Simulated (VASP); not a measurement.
**Hg: single point with r2SCAN**

Crystal: Hg.

```
CELL_PARAMETERS angstrom
-1.88364 1.88364 1.88364
1.88364 -1.88364 1.88364
1.88364 1.88364 -1.88364
ATOMIC_POSITIONS crystal
Hg 0.00000 0.00000 0.00000
```

```json
{
 "Program": "VASP 6.6.1",
 "Task": "single point",
 "Functional": "r2SCAN",
 "Potentials or basis": "VASP PAW PBE potentials, release 64 (Hg)",
 "Cutoff": "520 eV",
 "k mesh": "12 × 12 × 12",
 "Occupations": "gaussian, width 0.05 eV",
 "Spin": "no spin polarisation"
}
```

* Pressure: 0.2 GPa
* Band gap on the k mesh: zero (band 6 reaches 4.06 eV, above the bottom of band 7 at 0.98 eV)

Levels at points of the mesh, in eV from the Fermi level:
```tsv
k point	band 3	band 4	band 5	band 6	band 7	band 8	band 9	band 10
(0.00, 0.00, 0.00)	-7.25	-7.25	-6.54	-6.54	14.95	14.95	14.95	15.38
(0.50, 0.00, 0.00)	-6.59	-6.51	-6.01	-1.76	-0.87	8.99	10.06	14.01
(0.50, 0.50, 0.50)	-6.14	-6.14	-6.14	2.21	3.88	3.88	3.88	9.87
```

It took 2.1 min on 1 thread of Intel Xeon 8259CL, with other jobs on the host, peak memory 0.16 GiB.

Caveat: the PAW data sets were made with another functional, which shifts forces and pressure a little; spin-orbit coupling is left out, which moves the levels of the heavy elements.
